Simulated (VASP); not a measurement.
Crystal: LiH.

```
Li H
1.0
     0.00000    2.03250    2.03250
     2.03250    0.00000    2.03250
     2.03250    2.03250    0.00000
Li H
1 1
Direct
  0.00000 0.00000 0.00000
  0.50000 0.50000 0.50000
```

Base run:

```yaml
Program: VASP 6.6.1
Functional: LDA
Potentials_or_basis: VASP PAW LDA potentials, release 64 (Li_sv, H)
Cutoff: 520 eV
k_mesh: 11 × 11 × 11
Occupations: fermi-dirac, width 0.03 eV
Spin: no spin polarisation
```

Its results: band gap on the k mesh 2.84 eV, direct.

Problem. The run is repeated on the same cell with these changes: k mesh from 11 × 11 × 11 to 16 × 16 × 16; further incar settings from ALGO = Normal; EDIFF = 1e-07; NBANDS = 9 to ALGO = Normal; EDIFF = 1e-06; NBANDS = 9. What comes out?

Solution. Band gap on the k mesh 2.64 eV, direct.

A k mesh can miss the band edges.
